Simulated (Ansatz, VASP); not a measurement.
**Au: VASP beside Ansatz**

```
Au
1.0
     0.00000    2.89399    2.89399
     2.89399    0.00000    2.89399
     2.89399    2.89399    0.00000
Au
2
Direct
  0.87500 0.87500 0.87500
  0.12500 0.12500 0.12500
```

Change from the starting cell: volume scaled by 0.92, LAPW.

Alike in both runs: task single point; functional LDA; k mesh 12 × 12 × 12; occupations fermi-dirac, width 0.1 eV; no spin polarisation.

|  | VASP | Ansatz |
| --- | --- | --- |
| version | VASP 6.6.1 | Ansatz 0.2.0 |
| potentials or method | VASP PAW LDA potentials, release 64 (Au), cutoff 520 eV | all-electron LAPW, scalar-relativistic |

```tsv
	VASP	Ansatz	Ansatz less VASP
pressure (GPa)	8.8	8.5	-0.25
```

LDA's correlation is that of Perdew and Zunger in VASP and of Perdew and Wang (1992) in Ansatz. Ansatz ran all-electron here, and VASP with PAW potentials.

Neither program's run includes spin-orbit coupling.
